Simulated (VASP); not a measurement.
Write the native input for VASP 6.6.1 that does the following.

```yaml
Task: single point
Functional: PBEsol
Potentials_or_basis: VASP PAW PBE potentials, release 64 (Co)
Cutoff: 520 eV
k_mesh: 14 × 14 × 8
Occupations: fermi-dirac, width 0.1 eV
Spin: collinear spin, antiferromagnetic start
Starting_moments: "[1.5, -1.5] μB"
Dipole_correction: no
Further_INCAR_settings: ALGO = Normal; EDIFF = 1e-07; NBANDS = 20
```

The structure of Co lies in POSCAR:

```
Co
1.0
    2.5359998200      0.0000000000      0.0000000000
   -1.2679999100      2.1962402600      0.0000000000
    0.0000000000      0.0000000000      4.1360000000
Co
2
Direct
    0.3333333300      0.6666666700      0.2500000000
    0.6666666700      0.3333333300      0.7500000000
```

These files were run (other wordings do the same):

INCAR

```
  ALGO = Normal
  EDIFF = 1E-7
  ENCUT = 520
  GGA = PS
  ISIF = 2
  ISMEAR = -1
  ISPIN = 2
  LASPH = T
  LCHARG = F
  LMAXMIX = 4
  LORBIT = 11
  LREAL = F
  LWAVE = F
  MAGMOM = 1.5 -1.5
  NBANDS = 20
  NELM = 150
  PREC = Accurate
  SIGMA = 0.1
```

KPOINTS

```
k-points
0
Gamma
  14 14 8
```

Potentials or basis: VASP PAW PBE potentials, release 64 (Co).

Launch:

```bash
$ cat potpaw_PBE.64/Co/POTCAR > POTCAR
$ mpirun -np 1 vasp_std > vasp.out
```

Results of the run:

| Item | Value |
| --- | --- |
| Pressure | -24.2 GPa |
| Band gap on the k mesh | zero (filled and empty bands overlap) |
| Net moment | 0.00 μB per cell |
| Site moments | Co +1.10, -1.10 μB |
| Valence electrons inside the program's atomic spheres | Co 8.16 |

Caveat: the PAW data sets were made with another functional, which shifts forces and pressure a little.

Wall time 41 s on 1 thread of Intel(R) Xeon(R) 6975P-C (Granite Rapids), with other jobs on the host, peak memory 0.2 GiB.
